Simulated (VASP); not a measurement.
Input of a VASP 6.6.1 run:

The input INCAR:

```
SYSTEM = InSe
PREC     = Accurate       ! precision mode
ENCUT    = 520            ! plane-wave cutoff, eV
EDIFF    = 1E-6           ! SCF threshold, eV
ISMEAR   = 0              ! smearing method
SIGMA    = 0.02           ! smearing width, eV
LREAL    = .FALSE.        ! projectors in reciprocal space
LASPH    = .TRUE.         ! aspherical terms in the spheres
NELM     = 100            ! most SCF steps
ALGO     = Normal         ! electronic algorithm
ISIF     = 2              ! what is computed and relaxed
LWAVE    = .FALSE.        ! write WAVECAR
LCHARG   = .FALSE.        ! write CHGCAR
GGA      = PS             ! functional
NBANDS   = 27             ! bands
```

KPOINTS

```
regular mesh
0
G
  12 12 12
  0 0 0
```

The input POSCAR:

```
InSe
1.0
    2.0097303694      1.1603183698      8.8885250420
   -2.0097303694      1.1603183698      8.8885250420
    0.0000000000     -2.3206367395      8.8885250420
In Se
2 2
Direct
    0.0034758749      0.0034758749      0.0034758749
    0.1078540661      0.1078540661      0.1078540661
    0.6223393682      0.6223393682      0.6223393682
    0.8223306906      0.8223306906      0.8223306906
```

Potentials or basis: VASP PAW PBE potentials, release 64 (In_d, Se).

The run is started by

```console
$ cat potpaw_PBE.64/In_d/POTCAR potpaw_PBE.64/Se/POTCAR > POTCAR
$ mpirun -np 1 vasp_std > vasp.out
```

(1) What does it give for the band gap on the k mesh?

(2) Predict the pressure.

Results:

(1) 0.65 eV.

(2) -0.4 GPa.

Caveat: the PAW data sets were made with another functional, which shifts forces and pressure a little; spin-orbit coupling is left out, which moves the levels of the heavy elements.
